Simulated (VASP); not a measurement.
# CaO (Lime): single point with PBE

CaO (Lime):

```
CELL_PARAMETERS angstrom
0.00000 2.40650 2.40650
2.40650 0.00000 2.40650
2.40650 2.40650 0.00000
ATOMIC_POSITIONS crystal
Ca 0.00000 0.00000 0.00000
O 0.50000 0.50000 0.50000
```

```json
{
  "Program": "VASP 6.6.1",
  "Task": "single point",
  "Functional": "PBE",
  "Potentials or basis": "VASP PAW PBE potentials, release 64 (Ca_sv, O)",
  "Cutoff": "600 eV",
  "k mesh": "6 × 6 × 6",
  "Occupations": "methfessel-paxton, width 0.05 eV",
  "Spin": "no spin polarisation"
}
```

```
Pressure               : 1.6 GPa
Band gap on the k mesh : 3.64 eV, indirect (least direct gap 4.01 eV)
```

Levels at points of the mesh, in eV from the valence-band top:
| k point | band 6 | band 7 | band 8 | band 9 | band 10 | band 11 |
| --- | --- | --- | --- | --- | --- | --- |
| (0.00, 0.00, 0.00) | 0.00 | 0.00 | 0.00 | 4.68 | 6.22 | 6.22 |
| (0.50, 0.00, 0.00) | -2.63 | -1.19 | -1.19 | 7.03 | 8.33 | 8.33 |
| (0.50, 0.50, 0.00) | -1.30 | -0.38 | -0.38 | 3.64 | 8.01 | 8.87 |

It took 5 s on 1 thread of Intel(R) Xeon(R) 6975P-C (Granite Rapids), on a shared host, peak memory 0.16 GiB.

A k mesh can miss the band edges. As with any semilocal functional, this PBE gap is likely too small.
